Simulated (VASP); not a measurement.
Runs of VASP 6.6.1 on GaP (zincblende type). The structure is that of space group F-43m (No. 216), or close to it. The cells are those of the table. 

```csv
task,cell,cutoff (eV),gap on the mesh (eV),pressure (GPa)
relaxation of cell and atoms,"relaxed from a = 3.833 Å, angles 60.0°, 2 atoms",600,1.46,0.0
single point,"a = 3.685 Å, angles 60.0°, 2 atoms",520,1.20,14.2
single point,"a = 3.767 Å, angles 60.0°, 2 atoms",520,(a),5.9
single point,"a = 3.314 Å, angles 60.0°, 2 atoms",520,0.19,(b)
single point,"a = 3.447 Å, angles 60.0°, 2 atoms",520,0.61,56.3
single point,"a = 3.570 Å, angles 60.0°, 2 atoms",520,0.94,30.6
```

Alike in all rows: level PBEsol; potentials or basis VASP PAW PBE potentials, release 64 (Ga_d, P); no spin polarisation; k mesh 12 × 12 × 12; smearing fermi-dirac 0.05 eV.

**Question.** Estimate the missing entries.

**Answer.** (a) 1.34; (b) 97.7.

Caveats: the PAW data sets were made with another functional, which shifts forces and pressure a little; the cell stands under pressure (at least some runs).

A k mesh can miss the band edges, and the runs leave out spin-orbit coupling on Ga.
